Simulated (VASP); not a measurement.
Write the native input for VASP 6.6.1 that does the following.

```yaml
Task: single point
Functional: r2SCAN
Potentials_or_basis: VASP PAW PBE potentials, release 64 (Si, C)
Cutoff: 520 eV
k_mesh: 10 × 10 × 10
Occupations: gaussian, width 0.01 eV
Spin: no spin polarisation
Dipole_correction: no
Further_INCAR_settings: ALGO = Normal; EDIFF = 1e-06; NBANDS = 11
```

SiC:

```
CELL_PARAMETERS angstrom
2.19995 2.19995 0.00000
-2.19995 2.19995 0.00000
0.00000 2.19995 2.16510
ATOMIC_POSITIONS crystal
Si 0.00000 0.00000 0.00000
C 0.75000 0.25000 0.50000
```

This cell differs from its parent crystal: in-plane strain +0.01.

The input as run:

POSCAR

```
SiC
1.0
    2.1999517300      2.1999517300      0.0000000000
   -2.1999517300      2.1999517300      0.0000000000
    0.0000000000      2.1999517300      2.1651010095
Si C
1 1
Direct
    0.0000000000      0.0000000000      0.0000000000
    0.7500000000      0.2500000000      0.5000000000
```

INCAR.step1

```
PREC = Accurate
ENCUT = 520
ISMEAR = 0
SIGMA = 0.01
LREAL = F
LASPH = T
NELM = 60
NBANDS = 11
GGA = PE
ALGO = Normal
EDIFF = 1E-4
LWAVE = T
LCHARG = F
```

INCAR.step2

```
PREC = Accurate
ENCUT = 520
EDIFF = 1E-6
ISMEAR = 0
SIGMA = 0.01
LREAL = F
LASPH = T
NELM = 60
ALGO = Normal
ISIF = 2
LWAVE = F
LCHARG = F
METAGGA = R2SCAN
LMIXTAU = T
NBANDS = 11
ISTART = 1
```

KPOINTS

```
Automatic mesh
0
Gamma
  10 10 10
```

Potentials or basis: VASP PAW PBE potentials, release 64 (Si, C).

Run with:

```sh
$ cat potpaw_PBE.64/Si/POTCAR potpaw_PBE.64/C/POTCAR > POTCAR
$ cp INCAR.step1 INCAR
$ mpirun -np 1 vasp_std > vasp.out
$ cp INCAR.step2 INCAR
$ mpirun -np 1 vasp_std > vasp.out
```

It gave:

```json
{
  "Pressure": "-3.2 GPa",
  "Band gap on the k mesh": "1.56 eV, indirect (least direct gap 5.02 eV)"
}
```

Caveat: the cell differs from its parent crystal (in-plane strain +0.01); the PAW data sets were made with another functional, which shifts forces and pressure a little.

Run time: 40 s on 1 thread of Intel Xeon 6975P-C (shared host), peak memory 0.15 GiB.
